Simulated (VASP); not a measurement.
# TiO2 (I4_1/amd) in VASP: a series of runs, part 2 of 2

VASP 6.6.1. Earlier steps stand in the parts before.

## 4. Single point, PBE

This run uses another cell than the first one: it holds 30 atoms, not 6.

INCAR

```
SYSTEM = TiO2
ALGO = Normal
EDIFF = 1E-6
ENCUT = 520
GGA = PE
ISIF = 2
ISMEAR = 0
LASPH = .TRUE.
LCHARG = .FALSE.
LREAL = Auto
LWAVE = .FALSE.
NBANDS = 141
NELM = 60
PREC = Accurate
SIGMA = 0.02
```

KPOINTS

```
Automatic mesh
0
Gamma
  2 2 2
  0.5 0.5 0.5
```

POSCAR

```
TiO2
1.0
   -1.8995999942     -5.6987999826      4.8488731938
   -5.6987999826      1.8995999942     -4.8488731938
    5.6987999826     -1.8995999942     -4.8488731938
Ti O
10 20
Direct
    0.4000000000      0.8000000000      0.6000000000
    0.0000000000      0.0000000000      0.0000000000
    0.2000000000      0.4000000000      0.8000000000
    0.8000000000      0.6000000000      0.2000000000
    0.6000000000      0.2000000000      0.4000000000
    0.5000000000      0.2500000000      0.7500000000
    0.1000000000      0.4500000000      0.1500000000
    0.3000000000      0.8500000000      0.9500000000
    0.9000000000      0.0500000000      0.3500000000
    0.7000000000      0.6500000000      0.5500000000
    0.5000000000      0.0435185418      0.5435185418
    0.1000000000      0.2435185418      0.9435185418
    0.3000000000      0.6435185418      0.7435185418
    0.9000000000      0.8435185418      0.1435185418
    0.7000000000      0.4435185418      0.3435185418
    0.4000000000      0.5935185418      0.3935185418
    1.0000000000      0.7935185418      0.7935185418
    0.2000000000      0.1935185418      0.5935185418
    0.8000000000      0.3935185418      0.9935185418
    0.6000000000      0.9935185418      0.1935185418
    0.5000000000      0.4564814582      0.9564814582
    0.1000000000      0.6564814582      0.3564814582
    0.3000000000      0.0564814582      0.1564814582
    0.9000000000      0.2564814582      0.5564814582
    0.7000000000      0.8564814582      0.7564814582
    0.4000000000      0.0064814582      0.8064814582
    1.0000000000      0.2064814582      0.2064814582
    0.2000000000      0.6064814582      0.0064814582
    0.8000000000      0.8064814582      0.4064814582
    0.6000000000      0.4064814582      0.6064814582
```

Potentials or basis: VASP PAW PBE potentials, release 64 (Ti_sv, O).

Command:

```
cat potpaw_PBE.64/Ti_sv/POTCAR potpaw_PBE.64/O/POTCAR > POTCAR
mpirun -np 1 vasp_std > vasp.out
```

OUTCAR:

```text
SYSTEM = TiO2
   EDIFF = 1E-6
   ENCUT = 520
   GGA = PE
   ISIF = 2
   ISMEAR = 0
   LASPH = .TRUE.
   LREAL = Auto
   NELM = 60
   PREC = Accurate

 ion  position               nearest neighbor table
   1  0.400  0.800  0.600-  13 1.95  22 1.95  25 1.95  11 1.95  16 2.00  26 2.00
   2  0.000  0.000  0.000-  23 1.95  14 1.95  12 1.95  25 1.95  17 2.00  27 2.00
   3  0.200  0.400  0.800-  21 1.95  13 1.95  24 1.95  12 1.95  18 2.00  28 2.00
   4  0.800  0.600  0.200-  15 1.95  21 1.95  14 1.95  22 1.95  29 2.00  19 2.00
   5  0.600  0.200  0.400-  24 1.95  15 1.95  23 1.95  11 1.95  20 2.00  30 2.00
   6  0.500  0.250  0.750-  18 1.95  26 1.95  30 1.95  19 1.95  11 2.00  21 2.00
[... 640 lines left out ...]
  in kB        6.7308998      6.7308998      8.5639452      0.0000000      0.0000000      0.0000000
  external PRESSURE =       7.3419149 kB  Pullay stress =       0.0000000 kB

 VOLUME and BASIS-vectors are now :
 -----------------------------------------------------------------------------
  energy-cutoff  :      520.00
  volume of cell :      349.94
      direct lattice vectors                 reciprocal lattice vectors
    -1.899599994 -5.698799983  4.848873194    -0.052642662 -0.157927985  0.000000000
    -5.698799983  1.899599994 -4.848873194    -0.105285324 -0.052642662 -0.103116741
     5.698799983 -1.899599994 -4.848873194     0.052642662 -0.105285324 -0.103116741

 POSITION                                       TOTAL-FORCE (eV/Angst)
 -----------------------------------------------------------------------------------
     -1.89960     -1.89960     -4.84887         0.000000      0.000000     -0.000000
      0.00000      0.00000      0.00000        -0.000000      0.000000     -0.000000
      1.89960     -1.89960     -4.84887         0.000000     -0.000000     -0.000000
     -3.79920     -3.79920     -0.00000         0.000000      0.000000     -0.000000
     -0.00000     -3.79920      0.00000         0.000000      0.000000     -0.000000
      1.89960     -3.79920     -2.42444        -0.000000     -0.000000     -0.000000
[... 22 lines left out ...]
     -3.79920     -3.79920     -2.00240         0.000000     -0.000000     -0.014962
      0.00000     -3.79920     -2.00240         0.000000     -0.000000     -0.014962
 -----------------------------------------------------------------------------------
    total drift:                                0.000000     -0.000000      0.000000

  FREE ENERGIE OF THE ION-ELECTRON SYSTEM (eV)
  ---------------------------------------------------
  free  energy   TOTEN  =      -269.3269881599 eV

  energy  without entropy=     -269.3269881599  energy(sigma->0) =     -269.32698816
```

OSZICAR:

```text
N       E                     dE             d eps       ncg     rms          rms(c)
DAV:   1     0.406904126330E+04    0.40690E+04   -0.11754E+05   846   0.200E+03
DAV:   2     0.613913646233E+03   -0.34551E+04   -0.33186E+04   846   0.631E+02
DAV:   3    -0.271714105445E+03   -0.88563E+03   -0.85727E+03  1070   0.271E+02
DAV:   4    -0.350174188006E+03   -0.78460E+02   -0.78195E+02  1180   0.900E+01
DAV:   5    -0.356466332371E+03   -0.62921E+01   -0.62900E+01  1364   0.202E+01    0.703E+01
DAV:   6    -0.271678829829E+03    0.84788E+02   -0.60633E+02  1205   0.104E+02    0.276E+01
DAV:   7    -0.269678535481E+03    0.20003E+01   -0.88973E+01  1172   0.323E+01    0.165E+01
DAV:   8    -0.270116828896E+03   -0.43829E+00   -0.19356E+01  1167   0.186E+01    0.877E+00
DAV:   9    -0.269299432626E+03    0.81740E+00   -0.89258E+00  1175   0.118E+01    0.266E+00
DAV:  10    -0.269332376180E+03   -0.32944E-01   -0.70656E-01  1172   0.286E+00    0.677E-01
DAV:  11    -0.269326005263E+03    0.63709E-02   -0.65453E-02  1079   0.792E-01    0.173E-01
DAV:  12    -0.269327185804E+03   -0.11805E-02   -0.45860E-03  1260   0.256E-01    0.173E-01
DAV:  13    -0.269326970537E+03    0.21527E-03   -0.20230E-03  1228   0.168E-01    0.284E-02
DAV:  14    -0.269326982561E+03   -0.12024E-04   -0.10523E-04  1124   0.420E-02    0.101E-02
DAV:  15    -0.269326987647E+03   -0.50865E-05   -0.95797E-06   940   0.959E-03    0.269E-03
DAV:  16    -0.269326988160E+03   -0.51250E-06   -0.68106E-07   612   0.307E-03
   1 F= -.26932699E+03 E0= -.26932699E+03  d E =-.161944E-54
```

It took 14 min on 1 thread of Intel Xeon 8259CL, shared host; peak memory 0.52 GiB.

What came out:

```
Free energy            : -269.3270 eV
Pressure               : 0.7 GPa
Largest force          : 0.015 eV/Å
Band gap on the k mesh : 2.30 eV
```

Forces on the atoms (eV/Å):
```
Ti   0.000  0.000  0.000
Ti   0.000  0.000  0.000
Ti   0.000  0.000  0.000
Ti   0.000  0.000  0.000
Ti   0.000  0.000  0.000
Ti   0.000  0.000  0.000
Ti   0.000  0.000  0.000
Ti   0.000  0.000  0.000
Ti   0.000  0.000  0.000
Ti   0.000  0.000  0.000
O    0.000  0.000  0.015
O    0.000  0.000  0.015
O    0.000  0.000  0.015
O    0.000  0.000  0.015
O    0.000  0.000  0.015
O    0.000  0.000  0.015
O    0.000  0.000  0.015
O    0.000  0.000  0.015
O    0.000  0.000  0.015
O    0.000  0.000  0.015
O    0.000  0.000 -0.015
O    0.000  0.000 -0.015
O    0.000  0.000 -0.015
O    0.000  0.000 -0.015
O    0.000  0.000 -0.015
O    0.000  0.000 -0.015
O    0.000  0.000 -0.015
O    0.000  0.000 -0.015
O    0.000  0.000 -0.015
O    0.000  0.000 -0.015
```

Stress tensor (GPa, compression positive):
```
0.67 0.00 0.00
0.00 0.67 0.00
0.00 0.00 0.86
```

Caveat: a shifted mesh leaves out Γ, where band edges can lie. A k mesh can miss the band edges.

## 5. Overview

```tsv
cell	k mesh	smearing	gap on the mesh (eV)	pressure (GPa)	largest force (eV/Å)
a = 5.501 Å, angles 139.8, 139.8, 58.2°, 6 atoms, atomic positions A	6 × 6 × 6	gaussian 0.1 eV	2.17	4.1	0.07
a = 5.543 Å, angles 139.9, 139.9, 58.0°, 6 atoms, atomic positions A	10 × 10 × 10	gaussian 0.02 eV	2.11	0.7	0.02
a = 7.720 Å, angles 102.2, 113.2, 113.2°, 30 atoms, atomic positions B	2 × 2 × 2, shifted	gaussian 0.02 eV	2.30	0.7	0.01
```

Alike in all rows: task single point; level PBE; potentials or basis VASP PAW PBE potentials, release 64 (Ti_sv, O); no spin polarisation; cutoff (eV) 520.

Caveats: the cell stands under pressure (at least some runs); a shifted mesh leaves out Γ, where band edges can lie (at least some runs).

Total energies depend on the potentials used, so only differences within one code and one set of settings carry meaning.
